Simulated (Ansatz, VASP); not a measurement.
**One calculation of Mg3Se, two programs**

```xyz
4
Lattice="-2.0475 3.1077 3.3042 2.0475 -3.1077 3.3042 2.0475 3.1077 -3.3042" Properties=species:S:1:pos:R:3 pbc="T T T"
Mg    2.0475    1.9333    0.0000
Mg    0.0000    1.1744    3.3042
Mg    0.0000    3.1077    0.0000
Se    2.0475    0.0000    0.0000
```

Alike in both runs: task single point; functional PBE; k mesh 6 × 6 × 6; occupations gaussian, width 0.1 eV; no spin polarisation.

```csv
,VASP,Ansatz
version,VASP 6.6.1,Ansatz 0.2.0
potentials or method,"VASP PAW PBE potentials, release 64 (Mg, Se), cutoff 520 eV","scalar-relativistic, plane waves, PAW"
valence electrons in the cell,12,46
```

```tsv
	VASP	Ansatz	Ansatz less VASP
gap on the k mesh at the Fermi level (eV)	none	none	-
rms of the force components (eV/Å)	2.135	2.087	-0.0479
```

Atom by atom the forces differ by 0.048 eV/Å (rms over components). A gap of «none» marks a metal or a gap that the smearing closes. VASP's potentials hold 12 valence electrons a cell and Ansatz's 46, so a difference there can come from the potentials and not from the codes.
